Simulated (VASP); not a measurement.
MgO, 2 atoms in the cell. The typed cell holds 2 atoms: a = 2.892 Å, b = 2.869 Å, c = 2.665 Å, α = 89.97°, β = 89.97°, γ = 120.21°.  This cell differs from its parent crystal: atoms moved at random and the cell strained at random.

```yaml
Program: VASP 6.6.1
Task: single point
Functional: PBE
Potentials_or_basis: VASP PAW PBE potentials, release 64 (Mg, O)
Cutoff: 520 eV
k_mesh: 12 × 12 × 10
Occupations: gaussian, width 0.02 eV
Spin: no spin polarisation
Dipole_correction: no
Further_INCAR_settings: ALGO = Normal; EDIFF = 1e-07; NBANDS = 11
```

Potentials or basis: VASP PAW PBE potentials, release 64 (Mg, O).

Launch:

```bash
$ cat potpaw_PBE.64/Mg/POTCAR potpaw_PBE.64/O/POTCAR > POTCAR
$ mpirun -np 1 vasp_std > vasp.out
```

Hardware: 1 thread of AMD EPYC 9R14 (Zen 4), on a shared host.

Q: Estimate the wall time of this run.

A: It took 77 s on 1 thread of AMD EPYC 9R14 (Zen 4), with other jobs on the host, peak memory 0.24 GiB. Counts: scf iterations 13, k points 724.
